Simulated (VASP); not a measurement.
# HfH3Cl (Cmmm) in VASP: single point with PBE

Aim: the single point of HfH3Cl with PBE.

All numbers are computed with VASP 6.6.1; they aren't measurements. Logs are shortened: lines on timing, memory, paths and dates and some standing lists are left out, and cuts for length are marked.

### Step 1. The cell of the first run

It takes space group Cmmm (No. 65, orthorhombic). The conventional cell has a = 3.893 Å, b = 5.493 Å, c = 5.204 Å, α = 90.00°, β = 90.00°, γ = 90.00°. Hf (site symmetry mmm) has 2 H at 1.95 Å within 2.6 Å. H (site symmetry mmm) has 2 Hf at 1.95 Å within 2.6 Å. H (site symmetry 2/m) has 2 Cl at 1.68 Å and 2 H at 1.95 Å within 2.2 Å. Cl (site symmetry mmm) has 4 H at 1.68 Å within 2.2 Å.

### Step 2. Single point, PBE

INCAR

```
SYSTEM = HfH3Cl
PREC     = Accurate       ! precision mode
ENCUT    = 500            ! plane-wave cutoff, eV
EDIFF    = 1E-6           ! SCF threshold, eV
ISMEAR   = 0              ! smearing method
SIGMA    = 0.15           ! smearing width, eV
LREAL    = .False.        ! projectors in reciprocal space
LASPH    = .True.         ! aspherical terms in the spheres
NELM     = 120            ! most SCF steps
ALGO     = Normal         ! electronic algorithm
ISIF     = 2              ! what is computed and relaxed
LWAVE    = .False.        ! write WAVECAR
LCHARG   = .True.         ! write CHGCAR
GGA      = PE             ! functional
LELF     = .True.         ! ELF
LVHAR    = .True.       
NBANDS   = 18             ! bands
GGA_COMPAT= .False.
```

KPOINTS

```
Automatic mesh
0
Gamma
  3 3 3
  0 0 0
```

POSCAR

```
HfH3Cl
1.0
    1.9466468750     -2.7465837799      0.0000000000
    1.9466468750      2.7465837799      0.0000000000
    0.0000000000      0.0000000000      5.2039557676
Hf H Cl
1 3 1
Direct
    0.5000000000      0.5000000000      0.0000000000
    0.0000000000      0.0000000000      0.0000000000
    0.0000000000      0.5000000000      0.5000000000
    0.5000000000      0.0000000000      0.5000000000
    0.0000000000      0.0000000000      0.5000000000
```

Potentials or basis: VASP PAW PBE potentials, release 64 (Hf_pv, H, Cl).

On the command line:

```bash
$ cat potpaw_PBE.64/Hf_pv/POTCAR potpaw_PBE.64/H/POTCAR potpaw_PBE.64/Cl/POTCAR > POTCAR
$ mpirun -np 1 vasp_std > vasp.out
```

OUTCAR:

```text
SYSTEM = HfH3Cl
   PREC = Accurate
   ENCUT = 500
   EDIFF = 1E-6
   ISMEAR = 0
   LREAL = .False.
   LASPH = .True.
   NELM = 120
   ISIF = 2
   GGA = PE

 ion  position               nearest neighbor table
   1  0.500  0.500  0.000-   2 1.95   2 1.95   5 3.25   5 3.25   5 3.25   5 3.25
   2  0.000  0.000  0.000-   1 1.95   1 1.95
   3  0.000  0.500  0.500-   5 1.68   5 1.68
   4  0.500  0.000  0.500-   5 1.68   5 1.68
   5  0.000  0.000  0.500-   3 1.68   4 1.68   3 1.68   4 1.68   1 3.25   1 3.25   1 3.25   1 3.25

  LATTYP: Found a base centered orthorhombic cell.
 ALAT       =     3.8932937500
 B/A-ratio  =     1.4109306702
 C/A-ratio  =     1.3366460642

  Lattice vectors:

 A1 = (   1.9466468750,  -2.7465837799,   0.0000000000)
 A2 = (   1.9466468750,   2.7465837799,   0.0000000000)
 A3 = (   0.0000000000,   0.0000000000,   5.2039557676)

Analysis of symmetry for initial positions (statically):
=====================================================================
 Subroutine PRICEL returns:
 Original cell was already a primitive cell.

 Routine SETGRP: Setting up the symmetry group for a
 base centered orthorhombic supercell.

 Subroutine GETGRP returns: Found  8 space group operations
 (whereof  8 operations were pure point group operations)
 out of a pool of  8 trial point group operations.

The static configuration has the point symmetry D_2h.

Analysis of symmetry for dynamics (positions and initial velocities):
=====================================================================
 Subroutine PRICEL returns:
 Original cell was already a primitive cell.

 Routine SETGRP: Setting up the symmetry group for a
 base centered orthorhombic supercell.

 Subroutine GETGRP returns: Found  8 space group operations
 (whereof  8 operations were pure point group operations)
 out of a pool of  8 trial point group operations.

The dynamic configuration has the point symmetry D_2h.

 Subroutine INISYM returns: Found  8 space group operations
 (whereof  8 operations are pure point group operations),
 and found     1 'primitive' translations

----------------------------------------------------------------------------------------

                                     Primitive cell

  volume of cell :      55.6472

  direct lattice vectors                    reciprocal lattice vectors
     1.946646875 -2.746583780  0.000000000     0.256851926 -0.182044329  0.000000000
[... 76 lines left out ...]
   LREAL  =      F    real-space projection
   EDIFFG = 0.1E-04   stopping-criterion for IOM
   NSW    =      0    number of steps for IOM
   IBRION =     -1    ionic relax: 0-MD 1-quasi-New 2-CG
   NFREE  =      0    steps in history (QN), initial steepest desc. (CG)
   ISIF   =      2    stress and relaxation
   ISYM   =      2    0-nonsym 1-usesym 2-fastsym
   POTIM  = 0.5000    time-step for ionic-motion
   TEBEG  =    0.0;   TEEND  =   0.0 temperature during run
   PSTRESS=    0.0 pullay stress
   NELECT =      20.0000    total number of electrons
   NUPDOWN=      -1.0000    fix difference up-down
   EMIN   =  10.00;   EMAX   =-10.00  energy-range for DOS
   EFERMI =   0.00;   METHOD = LEGACY
   ISMEAR =     0;   SIGMA  =   0.15  broadening in eV -4-tet -1-fermi 0-gaus
   EFERMI_NEDOS =   21; number of points for ismear=-14 and -15
   IALGO  =     38    algorithm
   IMIX   =      4    mixing-type and parameters
     AMIX     =   0.40;   BMIX     =  1.00
     AMIX_MAG =   1.60;   BMIX_MAG =  1.00
  volume/ion in A,a.u.               =      11.13        75.11
  Fermi-wavevector in a.u.,A,eV,Ry     =   1.163957  2.199560 18.433119  1.354796
  Thomas-Fermi vector in A             =   2.300501
   LORBIT       =      0    0 simple, 1 ext, 2 COOP (PROOUT), +10 PAW based schemes
   GGA     = PE    functional components
   LHFCALC =     F    Hartree Fock is set to
   AEXX    =    0.0000 exact exchange contribution
   IVDW    =     0    specifies the selected vdW correction
   LEPSILON=     F    determine dielectric tensor
   LRPA    =     F    only Hartree local field effects (RPA)
 non-spin polarized calculation
 Gauss-broadening in eV      SIGMA  =   0.15
  energy-cutoff  :      500.00
  volume of cell :       55.65
 maximum number of plane-waves:      1421
 NGX is ok and might be reduce to    28
   NGX = 13   NGY = 13   NGZ = 19

 number of electron      20.0000001 magnetization

 Free energy of the ion-electron system (eV)
  ---------------------------------------------------
  ext. energy  EPLUGINS =         0.00000000
  ---------------------------------------------------
  free energy    TOTEN  =       -18.19515561 eV

  energy without entropy =      -18.15868747  energy(sigma->0) =      -18.17692154

 E-fermi :   5.0663     XC(G=0): -10.2193

 val. band max:        4.9886908695   @ k =   0.0000   0.0000   0.0000
 cond. band min:       5.0971223157   @ k =  -0.3333   0.3333   0.3333
 fundamental gap:      0.1084314462
 Fermi energy:         5.0662701105

 k-point     1 :       0.0000    0.0000    0.0000
  band No.  band energies     occupation
      1     -27.2581      2.00000
      2     -26.7497      2.00000
      3     -26.5791      2.00000
      4     -14.6222      2.00000
      5      -2.5798      2.00000
      6      -2.0111      2.00000
[... 145 lines left out ...]
      5      -5.3632      2.00000
      6      -3.3258      2.00000
[... 10 lines left out ...]
     17      11.7209      0.00000
     18      11.8179      0.00000

------------------------ aborting loop because EDIFF is reached ----------------------------------------

  FORCE on cell =-STRESS in cart. coord.  units (eV):
  Direction    XX          YY          ZZ          XY          YZ          ZX
  --------------------------------------------------------------------------------------
  -------------------------------------------------------------------------------------
  Total       -0.1861415     -0.1786019     -0.0095781     -0.0000000      0.0000000      0.0000000
  in kB       -5.3593262     -5.1422474     -0.2757687     -0.0000000      0.0000000      0.0000000
  external PRESSURE =      -3.5924474 kB  Pullay stress =       0.0000000 kB

 VOLUME and BASIS-vectors are now :
 -----------------------------------------------------------------------------
  energy-cutoff  :      500.00
  volume of cell :       55.65
      direct lattice vectors                 reciprocal lattice vectors
     1.946646875 -2.746583780  0.000000000     0.256851926 -0.182044329  0.000000000
     1.946646875  2.746583780  0.000000000     0.256851926  0.182044329  0.000000000
     0.000000000  0.000000000  5.203955768     0.000000000  0.000000000  0.192161510

 POSITION                                       TOTAL-FORCE (eV/Angst)
 -----------------------------------------------------------------------------------
      1.94665      0.00000      0.00000         0.000000      0.000000      0.000000
      0.00000      0.00000      0.00000        -0.000000     -0.000000      0.000000
      0.97332      1.37329      2.60198        -0.000000     -0.000000      0.000000
      0.97332     -1.37329      2.60198        -0.000000     -0.000000      0.000000
      0.00000      0.00000      2.60198        -0.000000     -0.000000      0.000000
 -----------------------------------------------------------------------------------
    total drift:                                0.000000      0.000000     -0.000000

  FREE ENERGIE OF THE ION-ELECTRON SYSTEM (eV)
  ---------------------------------------------------
  free  energy   TOTEN  =       -18.1951556107 eV

  energy  without entropy=      -18.1586874681  energy(sigma->0) =      -18.17692154
```

OSZICAR:

```text
N       E                     dE             d eps       ncg     rms          rms(c)
DAV:   1     0.668899969312E+02    0.66890E+02   -0.92997E+03   288   0.948E+02
DAV:   2    -0.157569764254E+02   -0.82647E+02   -0.80290E+02   388   0.213E+02
DAV:   3    -0.197610604808E+02   -0.40041E+01   -0.39829E+01   354   0.380E+01
DAV:   4    -0.198002976826E+02   -0.39237E-01   -0.39221E-01   362   0.449E+00
DAV:   5    -0.198008451813E+02   -0.54750E-03   -0.54749E-03   346   0.496E-01    0.415E+01
DAV:   6    -0.184340377490E+02    0.13668E+01   -0.15088E+00   310   0.591E+00    0.249E+01
DAV:   7    -0.182601384579E+02    0.17390E+00   -0.19473E+00   328   0.633E+00    0.466E+00
DAV:   8    -0.181941884196E+02    0.65950E-01   -0.32305E-01   310   0.260E+00    0.265E+00
DAV:   9    -0.181952112945E+02   -0.10229E-02   -0.10755E-02   332   0.591E-01    0.621E-01
DAV:  10    -0.181951442258E+02    0.67069E-04   -0.24710E-04   342   0.961E-02    0.197E-01
DAV:  11    -0.181951550187E+02   -0.10793E-04   -0.61950E-05   344   0.450E-02    0.180E-02
DAV:  12    -0.181951556107E+02   -0.59202E-06   -0.43978E-06   318   0.109E-02
   1 F= -.18195156E+02 E0= -.18176922E+02  d E =-.364681E-01
```

stdout:

```text
POSCAR found type information on POSCAR HfH Cl
 POSCAR found :  3 types and       5 ions
 scaLAPACK will be used
 LDA part: xc-table for (Slater+PW92), standard interpolation
 POSCAR, INCAR and KPOINTS ok, starting setup
 FFT: planning ... GRIDC
 FFT: planning ... GRID_SOFT
 FFT: planning ... GRID
 WAVECAR not read
 entering main loop
```

Run time: 9.6 s. Hardware: 1 thread of Intel Xeon Platinum 8559C (Emerald Rapids), shared host; peak memory 0.17 GiB.

Results:

```
Free energy            : -18.1952 eV
Pressure               : -0.4 GPa
Band gap on the k mesh : zero (band 10 reaches 5.13 eV, above the bottom of band 11 at 4.70 eV)
```

Levels at points of the mesh, in eV from the Fermi level:
```
           k point  band 8  band 9  band 10  band 11  band 12  band 13
(0.00, 0.00, 0.00)   -5.88   -2.90    -2.62    -0.08     0.78     1.15
```

Caveat: the k points lie up to 0.66 Å⁻¹ apart; spin-orbit coupling is left out, which moves the levels of the heavy elements.
